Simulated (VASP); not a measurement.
# B2P3 (P-3m1) in VASP: single point with PBE

Aim: the single point of B2P3 with PBE.

Everything below comes from runs of VASP 6.6.1. Logs are shortened: lines on timing, memory, paths and dates and some standing lists are left out, and cuts for length are marked.

## (1) The cell of the first run

The structure is trigonal, space group P-3m1 (No. 164). Conventional cell: a = 3.862 Å, b = 3.862 Å, c = 4.400 Å, α = 90.00°, β = 90.00°, γ = 120.00°. Within 2.7 Å of B (site symmetry 3m) lie 8 P at 2.03 to 2.52 Å. Within 3.3 Å of P (site symmetry -3m) lie 6 B at 2.52 Å and 6 P at 2.53 Å. Within 2.7 Å of P (site symmetry 3m) lie 5 B at 2.03 to 2.37 Å and 3 P at 2.53 Å.

The cell was built from a structure type or drawn by symmetry, and may not be a known phase.

## (2) Single point, PBE

The input, INCAR:

```
SYSTEM = B2P3
  PREC = Accurate
  ENCUT = 500
  EDIFF = 1E-6
  ISMEAR = 0
  SIGMA = 0.2
  LREAL = .FALSE.
  LASPH = .TRUE.
  NELM = 120
  ALGO = Normal
  ISIF = 2
  LWAVE = .FALSE.
  LCHARG = .FALSE.
  GGA = PE
  NBANDS = 18
  GGA_COMPAT = .FALSE.
```

The input, KPOINTS:

```
Automatic mesh
0
G
  5 5 3
  0 0 0
```

The input, POSCAR:

```
B2P3
1.0
    3.8622004163      0.0000000000      0.0000000000
   -1.9311002081      3.3447636750      0.0000000000
    0.0000000000      0.0000000000      4.3998955477
B P
2 3
Direct
    0.6666666667      0.3333333333      0.7337739948
    0.3333333333      0.6666666667      0.2662260052
    0.0000000000      0.0000000000      0.0000000000
    0.6666666667      0.3333333333      0.2728503367
    0.3333333333      0.6666666667      0.7271496633
```

Potentials or basis: VASP PAW PBE potentials, release 64 (B, P).

On the command line:

```console
$ cat potpaw_PBE.64/B/POTCAR potpaw_PBE.64/P/POTCAR > POTCAR
$ mpirun -np 1 vasp_std > vasp.out
```

OUTCAR:

```text
SYSTEM = B2P3
   PREC = Accurate
   ENCUT = 500
   EDIFF = 1E-6
   ISMEAR = 0
   LREAL = .FALSE.
   LASPH = .TRUE.
   NELM = 120
   ISIF = 2
   GGA = PE

 ion  position               nearest neighbor table
   1  0.667  0.333  0.734-   4 2.03   5 2.23   5 2.23   5 2.23   4 2.37   3 2.52   3 2.52   3 2.52

   2  0.333  0.667  0.266-   5 2.03   4 2.23   4 2.23   4 2.23   5 2.37   3 2.52   3 2.52   3 2.52

   3  0.000  0.000  0.000-   1 2.52   2 2.52   2 2.52   1 2.52   1 2.52   2 2.52   4 2.53   5 2.53
                             4 2.53   5 2.53   4 2.53   5 2.53
   4  0.667  0.333  0.273-   1 2.03   2 2.23   2 2.23   2 2.23   1 2.37   3 2.53   3 2.53   3 2.53

   5  0.333  0.667  0.727-   2 2.03   1 2.23   1 2.23   1 2.23   2 2.37   3 2.53   3 2.53   3 2.53

  LATTYP: Found a hexagonal cell.
 ALAT       =     3.8622004163
 C/A-ratio  =     1.1392198937

  Lattice vectors:

 A1 = (   3.8622004163,   0.0000000000,   0.0000000000)
 A2 = (  -1.9311002081,   3.3447636750,   0.0000000000)
 A3 = (   0.0000000000,   0.0000000000,   4.3998955477)

Analysis of symmetry for initial positions (statically):
=====================================================================
 Subroutine PRICEL returns:
 Original cell was already a primitive cell.

 Routine SETGRP: Setting up the symmetry group for a
 hexagonal supercell.

 Subroutine GETGRP returns: Found 12 space group operations
 (whereof 12 operations were pure point group operations)
 out of a pool of 24 trial point group operations.

The static configuration has the point symmetry D_3d.

Analysis of symmetry for dynamics (positions and initial velocities):
=====================================================================
 Subroutine PRICEL returns:
 Original cell was already a primitive cell.

 Routine SETGRP: Setting up the symmetry group for a
 hexagonal supercell.

 Subroutine GETGRP returns: Found 12 space group operations
 (whereof 12 operations were pure point group operations)
 out of a pool of 24 trial point group operations.

The dynamic configuration has the point symmetry D_3d.

 Subroutine INISYM returns: Found 12 space group operations
 (whereof 12 operations are pure point group operations),
 and found     1 'primitive' translations

----------------------------------------------------------------------------------------

                                     Primitive cell

  volume of cell :      56.8385

  direct lattice vectors                    reciprocal lattice vectors
     3.862200416  0.000000000  0.000000000     0.258919759  0.149487392  0.000000000
    -1.931100208  3.344763675  0.000000000     0.000000000  0.298974785  0.000000000
     0.000000000  0.000000000  4.399895548     0.000000000  0.000000000  0.227278123

  length of vectors
     3.862200416  3.862200416  4.399895548     0.298974785  0.298974785  0.227278123

  position of ions in fractional coordinates (direct lattice)
     0.666666667  0.333333333  0.733773995
     0.333333333  0.666666667  0.266226005
     0.000000000  0.000000000  0.000000000
     0.666666667  0.333333333  0.272850337
     0.333333333  0.666666667  0.727149663

  ion indices of the primitive-cell ions
   primitive index   ion index
                 1           1
                 2           2
                 3           3
                 4           4
                 5           5

----------------------------------------------------------------------------------------

 KPOINTS: Automatic mesh

Automatic generation of k-mesh.
 Grid dimensions read from file:
 generate k-points for:    5    5    3

 Generating k-lattice:

  Cartesian coordinates                     Fractional coordinates (reciprocal lattice)
     0.051783952  0.029897478  0.000000000     0.200000000 -0.000000000  0.000000000
     0.000000000  0.059794957  0.000000000     0.000000000  0.200000000  0.000000000
     0.000000000  0.000000000  0.075759374     0.000000000  0.000000000  0.333333333

  Length of vectors
     0.059794957  0.059794957  0.075759374

  Shift w.r.t. Gamma in fractional coordinates (k-lattice)
     0.000000000  0.000000000  0.000000000

 Subroutine IBZKPT returns following result:
 ===========================================

 Found     12 irreducible k-points:

 Following reciprocal coordinates:
            Coordinates               Weight
  0.000000  0.000000  0.000000      1.000000
  0.200000  0.000000  0.000000      6.000000
  0.400000 -0.000000  0.000000      6.000000
  0.200000  0.200000  0.000000      6.000000
  0.400000  0.200000  0.000000      6.000000
  0.000000  0.000000  0.333333      2.000000
  0.200000  0.000000  0.333333      6.000000
  0.000000  0.200000  0.333333      6.000000
  0.400000 -0.000000  0.333333      6.000000
  0.000000  0.400000  0.333333      6.000000
  0.200000  0.200000  0.333333     12.000000
  0.400000  0.200000  0.333333     12.000000
   k-points           NKPTS =     12   k-points in BZ     NKDIM =     12   number of bands    NBANDS=     18
   number of dos      NEDOS =    301   number of ions     NIONS =      5
   total plane-waves  NPLWV =  25088
   dimension x,y,z NGX =    28 NGY =   28 NGZ =   32
   dimension x,y,z NGXF=    56 NGYF=   56 NGZF=   64
   ions per type =               2   3
   NGX,Y,Z   is equivalent  to a cutoff of  12.05, 12.05, 12.09 a.u.
   NGXF,Y,Z  is equivalent  to a cutoff of  24.10, 24.10, 24.18 a.u.
 SYSTEM =  B2P3
   PREC   = accura    normal or accurate (medium, high low for compatibility)
   ISTART =      0    job   : 0-new  1-cont  2-samecut
   ICHARG =      2    charge: 1-file 2-atom 10-const
   ISPIN  =      1    spin polarized calculation?
   LNONCOLLINEAR =      F non collinear calculations
   LSORBIT =      F    spin-orbit coupling
   LASPH  =      T    aspherical Exc in radial PAW
   ENCUT  =  500.0 eV  36.75 Ry    6.06 a.u.   7.04  7.04  8.02*2*pi/ulx,y,z
   NELM   =    120;   NELMIN=  2; NELMDL= -5     # of ELM steps
   EDIFF  = 0.1E-05   stopping-criterion for ELM
   LREAL  =      F    real-space projection
   EDIFFG = 0.1E-04   stopping-criterion for IOM
   NSW    =      0    number of steps for IOM
   IBRION =     -1    ionic relax: 0-MD 1-quasi-New 2-CG
   NFREE  =      0    steps in history (QN), initial steepest desc. (CG)
   ISIF   =      2    stress and relaxation
   ISYM   =      2    0-nonsym 1-usesym 2-fastsym
   POTIM  = 0.5000    time-step for ionic-motion
   TEBEG  =    0.0;   TEEND  =   0.0 temperature during run
   PSTRESS=    0.0 pullay stress
   NELECT =      21.0000    total number of electrons
   NUPDOWN=      -1.0000    fix difference up-down
   EMIN   =  10.00;   EMAX   =-10.00  energy-range for DOS
   EFERMI =   0.00;   METHOD = LEGACY
   ISMEAR =     0;   SIGMA  =   0.20  broadening in eV -4-tet -1-fermi 0-gaus
   EFERMI_NEDOS =   21; number of points for ismear=-14 and -15
   IALGO  =     38    algorithm
   IMIX   =      4    mixing-type and parameters
     AMIX     =   0.40;   BMIX     =  1.00
     AMIX_MAG =   1.60;   BMIX_MAG =  1.00
  volume/ion in A,a.u.               =      11.37        76.71
  Fermi-wavevector in a.u.,A,eV,Ry     =   1.174718  2.219896 18.775537  1.379963
  Thomas-Fermi vector in A             =   2.311111
   LORBIT       =      0    0 simple, 1 ext, 2 COOP (PROOUT), +10 PAW based schemes
   GGA     = PE    functional components
   LHFCALC =     F    Hartree Fock is set to
   AEXX    =    0.0000 exact exchange contribution
   IVDW    =     0    specifies the selected vdW correction
   LEPSILON=     F    determine dielectric tensor
   LRPA    =     F    only Hartree local field effects (RPA)
 non-spin polarized calculation
 Gauss-broadening in eV      SIGMA  =   0.20
  energy-cutoff  :      500.00
  volume of cell :       56.84
 maximum number of plane-waves:      1460
   NGX = 15   NGY = 15   NGZ = 17

 number of electron      20.9999998 magnetization

 Free energy of the ion-electron system (eV)
  ---------------------------------------------------
  ext. energy  EPLUGINS =         0.00000000
  ---------------------------------------------------
  free energy    TOTEN  =       -25.18487429 eV

  energy without entropy =      -25.11028787  energy(sigma->0) =      -25.14758108

 E-fermi :   9.5463     XC(G=0): -11.5659

 val. band max:        9.5289962647   @ k =   0.4000  -0.0000   0.0000
 cond. band min:       9.5891479699   @ k =   0.2000   0.0000   0.0000
 fundamental gap:      0.0601517051
 Fermi energy:         9.5462925110

 k-point     1 :       0.0000    0.0000    0.0000
  band No.  band energies     occupation
      1      -7.4773      2.00000
      2      -0.9396      2.00000
      3      -0.5991      2.00000
      4       4.0976      2.00000
      5       4.0976      2.00000
      6       4.3484      2.00000
[... 10 lines left out ...]
     17      14.5336      0.00000
     18      14.5359      0.00000

 k-point     2 :       0.2000    0.0000    0.0000
  band No.  band energies     occupation
      1      -7.0003      2.00000
      2      -1.0083      2.00000
      3      -0.4618      2.00000
      4       1.2514      2.00000
      5       2.6935      2.00000
      6       3.2786      2.00000
[... 10 lines left out ...]
     17      13.8008      0.00000
     18      15.5181      0.00000

 k-point     3 :       0.4000   -0.0000    0.0000
  band No.  band energies     occupation
      1      -5.5901      2.00000
      2      -3.2912      2.00000
      3       0.0366      2.00000
      4       1.6916      2.00000
      5       1.7720      2.00000
      6       2.4785      2.00000
[... 10 lines left out ...]
     17      16.2007      0.00000
     18      16.5671      0.00000

 k-point     4 :       0.2000    0.2000    0.0000
  band No.  band energies     occupation
      1      -6.0549      2.00000
      2      -1.8296      2.00000
      3      -1.3917      2.00000
      4       1.2381      2.00000
      5       1.5867      2.00000
      6       4.7350      2.00000
[... 123 lines left out ...]
      4      -0.2423      2.00000
      5       2.4189      2.00000
      6       2.9625      2.00000
[... 10 lines left out ...]
     17      15.7139      0.00000
     18      15.7346      0.00000

 k-point    11 :       0.2000    0.2000    0.3333
  band No.  band energies     occupation
      1      -5.4146      2.00000
      2      -3.1487      2.00000
      3      -0.8565      2.00000
      4       0.0698      2.00000
      5       1.7319      2.00000
      6       3.3344      2.00000
[... 10 lines left out ...]
     17      15.5533      0.00000
     18      16.1871      0.00000

 k-point    12 :       0.4000    0.2000    0.3333
  band No.  band energies     occupation
      1      -3.7593      2.00000
      2      -3.5502      2.00000
      3      -2.0034      2.00000
      4      -0.4488      2.00000
      5       0.3295      2.00000
      6       2.5920      2.00000
[... 10 lines left out ...]
     17      15.1183      0.00000
     18      16.5575      0.00000

------------------------ aborting loop because EDIFF is reached ----------------------------------------

  FORCE on cell =-STRESS in cart. coord.  units (eV):
  Direction    XX          YY          ZZ          XY          YZ          ZX
  --------------------------------------------------------------------------------------
  -------------------------------------------------------------------------------------
  Total       -0.0601951     -0.0601951     -0.0327522     -0.0000000      0.0000000      0.0000000
  in kB       -1.6967942     -1.6967942     -0.9232277     -0.0000000      0.0000000      0.0000000
  external PRESSURE =      -1.4389387 kB  Pullay stress =       0.0000000 kB

 VOLUME and BASIS-vectors are now :
 -----------------------------------------------------------------------------
  energy-cutoff  :      500.00
  volume of cell :       56.84
      direct lattice vectors                 reciprocal lattice vectors
     3.862200416  0.000000000  0.000000000     0.258919759  0.149487392  0.000000000
    -1.931100208  3.344763675  0.000000000     0.000000000  0.298974785  0.000000000
     0.000000000  0.000000000  4.399895548     0.000000000  0.000000000  0.227278123

 POSITION                                       TOTAL-FORCE (eV/Angst)
 -----------------------------------------------------------------------------------
      1.93110      1.11492      3.22853        -0.000000      0.000000      0.021117
     -0.00000      2.22984      1.17137         0.000000     -0.000000     -0.021117
      0.00000      0.00000      0.00000         0.000000      0.000000      0.000000
      1.93110      1.11492      1.20051         0.000000     -0.000000     -0.020183
     -0.00000      2.22984      3.19938        -0.000000      0.000000      0.020183
 -----------------------------------------------------------------------------------
    total drift:                                0.000000     -0.000000     -0.000000

  FREE ENERGIE OF THE ION-ELECTRON SYSTEM (eV)
  ---------------------------------------------------
  free  energy   TOTEN  =       -25.1848742923 eV

  energy  without entropy=      -25.1102878701  energy(sigma->0) =      -25.14758108
```

Run time: 17 s. Hardware: 1 thread of Intel Xeon 8259CL, shared host; peak memory 0.16 GiB.

Results:

| Quantity | Value |
| --- | --- |
| Free energy | -25.1849 eV |
| Pressure | -0.1 GPa |
| Largest force | 0.021 eV/Å |
| Band gap on the k mesh | zero (an odd number of electrons rules out a gap without spin polarisation) |

Forces in eV/Å, atoms in the order of the input:
```
B    0.000  0.000  0.021
B    0.000  0.000 -0.021
P    0.000  0.000  0.000
P    0.000  0.000 -0.020
P    0.000  0.000  0.020
```

Stress tensor (GPa, compression positive):
```
-0.17  0.00  0.00
 0.00 -0.17  0.00
 0.00  0.00 -0.09
```

Caveat: the k points lie up to 0.48 Å⁻¹ apart, too coarse for converged energies and pressures of a metal.
